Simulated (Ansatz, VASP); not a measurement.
Ta: VASP beside Ansatz

```
Ta
1.0
    -1.72400    1.72400    1.48471
     1.72400   -1.72400    1.48471
     1.72400    1.72400   -1.48471
Ta
1
Direct
  0.00000 0.00000 0.00000
```

Alike in both runs: task single point; functional PBEsol; k mesh 22 × 22 × 22; occupations gaussian, width 0.15 eV; no spin polarisation.

```csv
,VASP,Ansatz
version,VASP 6.6.1,Ansatz 0.2.0
potentials or method,"VASP PAW PBE potentials, release 64 (Ta_pv), cutoff 520 eV","scalar-relativistic, plane waves, PAW"
valence electrons in the cell,11,13
```

```tsv
	VASP	Ansatz	Ansatz less VASP
gap on the k mesh at the Fermi level (eV)	none	none	-
pressure (GPa)	2.5	2.2	-0.21
traceless stress, the component that is largest in VASP (GPa)	8.51	8.49	-0.022
```

VASP's potentials were made for PBE, not for PBEsol, and Ansatz warns of the same on its side. A gap of «none» marks a metal or a gap that the smearing closes. VASP's potentials hold 11 valence electrons a cell and Ansatz's 13, so a difference there can come from the potentials and not from the codes.

Spin-orbit coupling is off throughout.
